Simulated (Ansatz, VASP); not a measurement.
# Two plane-wave programs on Ag2ClF

```
F Cl Ag
1.0
     1.94332    1.12198    5.32831
    -1.94332    1.12198    5.32831
     0.00000   -2.24396    5.32831
F Cl Ag
1 1 2
Direct
  0.00000 0.00000 0.00000
  0.50000 0.50000 0.50000
  0.26564 0.26564 0.26564
  0.73436 0.73436 0.73436
```

Alike in both runs: task single point; functional PBE; k mesh 6 × 6 × 6; occupations fermi-dirac, width 0.02 eV; no spin polarisation.

|  | VASP | Ansatz |
| --- | --- | --- |
| version | VASP 6.6.1 | Ansatz 0.2.0 |
| potentials or method | VASP PAW PBE potentials, release 64 (F, Cl, Ag) | plane waves, PAW |
| plane-wave cutoff (eV) | 520 | 420 |
| valence electrons in the cell | 36 | 52 |

|  | VASP | Ansatz | Ansatz less VASP |
| --- | --- | --- | --- |
| pressure (GPa) | 2.6 | 2.8 | +0.25 |
| traceless stress, the component that is largest in VASP (GPa) | -0.30 | -0.32 | -0.012 |
| rms of the force components (eV/Å) | 0.047 | 0.047 | -0.0003 |

Atom by atom the forces differ by 0.000 eV/Å (rms over components). VASP's potentials hold 36 valence electrons a cell and Ansatz's 52, so a difference there can come from the potentials and not from the codes.
